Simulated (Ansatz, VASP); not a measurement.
# One calculation of TiC2, two programs

```xyz
3
Lattice="-1.4287 1.4287 3.5048 1.4287 -1.4287 3.5048 1.4287 1.4287 -3.5048" Properties=species:S:1:pos:R:3 pbc="T T T"
Ti    0.0000    0.0000    0.0000
C     0.0000    0.0000    4.6614
C     0.0000    0.0000    2.3482
```

Alike in both runs: task relaxation of cell and atoms; functional PBE; k mesh 8 × 8 × 8; occupations gaussian, width 0.1 eV; no spin polarisation.

```csv
,VASP,Ansatz
version,VASP 6.6.1,Ansatz 0.2.0
potentials or method,"VASP PAW PBE potentials, release 64 (Ti_sv, C), cutoff 600 eV","scalar-relativistic, plane waves, PAW"
valence electrons in the cell,20,20
```

```tsv
	VASP	Ansatz	Ansatz less VASP
gap on the k mesh at the Fermi level, each at its own relaxed structure (eV)	none	none	-
relaxed volume (Å³/atom)	9.63	9.63	+0.004
relaxed length of the cell vector where the two differ most in proportion (Å)	3.608	3.608	+0.0001
```

A gap of «none» marks a metal or a gap that the smearing closes.

The k mesh is coarse, so the values compare programs but aren't converged.
